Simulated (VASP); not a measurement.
Here is a VASP 6.6.1 calculation.

INCAR

```
  PREC = Accurate
  ENCUT = 520
  EDIFF = 1E-6
  ISMEAR = -1
  SIGMA = 0.15
  LREAL = False
  LASPH = True
  NELM = 80
  ALGO = Normal
  ISIF = 2
  LWAVE = False
  LCHARG = False
  NBANDS = 38
```

The input KPOINTS:

```
Automatic mesh
0
Gamma
  10 10 3
```

Contents of POSCAR:

```
Rh
1.0
    2.6179611100      0.0000000000      0.0000000000
   -1.3089800687      2.2672202920      0.0000000000
    0.0000000000      0.0000000000      8.5569045743
Rh
4
Direct
    0.0000000000      0.0000000000      0.0000000000
    0.3333333333      0.6666666667      0.2500000000
    0.0000000000      0.0000000000      0.5000000000
    0.6666666667      0.3333333333      0.7500000000
```

Potentials or basis: VASP PAW LDA potentials, release 64 (Rh_pv).

The run is started by

```console
$ cat potpaw_LDA.64/Rh_pv/POTCAR > POTCAR
$ mpirun -np 1 vasp_std > vasp.out
```

**Question.** Estimate the pressure.

**Answer.** 16.7 GPa.

**Question.** Estimate the band gap on the k mesh.

**Answer.** Zero (band 30 reaches 14.24 eV, above the bottom of band 31 at 12.11 eV).

Stress tensor (GPa, compression positive):
```
16.64  0.00  0.00
 0.00 16.64  0.00
 0.00  0.00 16.75
```
